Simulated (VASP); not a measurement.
# HfN: vibrations by perturbation theory with PBEsol

The system is HfN.

```xyz
4
Lattice="3.1339 0.0000 0.0000 -1.5670 2.7140 0.0000 0.0000 0.0000 5.4168" Properties=species:S:1:pos:R:3 pbc="T T T"
Hf    0.0000    1.8094    1.3542
Hf    1.5670    0.9047    4.0626
N     0.0000    0.0000    2.7084
N     0.0000    0.0000    0.0000
```

```
Program                : VASP 6.6.1
Task                   : vibrations by perturbation theory
Functional             : PBEsol
Potentials or basis    : VASP PAW PBE potentials, release 64 (Hf_pv, N)
Cutoff                 : 520 eV
k mesh                 : 8 × 8 × 4
Occupations            : fermi-dirac, width 0.05 eV
Spin                   : no spin polarisation
Dipole correction      : no
Further INCAR settings : ALGO = Normal; EDIFF = 1e-08; NBANDS = 23; IBRION = 8; NSW = 1
```

```yaml
Highest_phonon_frequency_at_Γ: 645 cm⁻¹
```

Phonon frequencies in cm⁻¹ (negative: imaginary):
| q point | frequencies |
| --- | --- |
| (0.000, 0.000, 0.000) | 0 0 0 92 124 124 411 411 452 503 503 645 |

It took 3.8 min on 1 thread of Intel(R) Xeon(R) 6975P-C (Granite Rapids), with other jobs on the host, peak memory 0.34 GiB.

Caveat: the cell stands under pressure or tension, which shifts response properties.
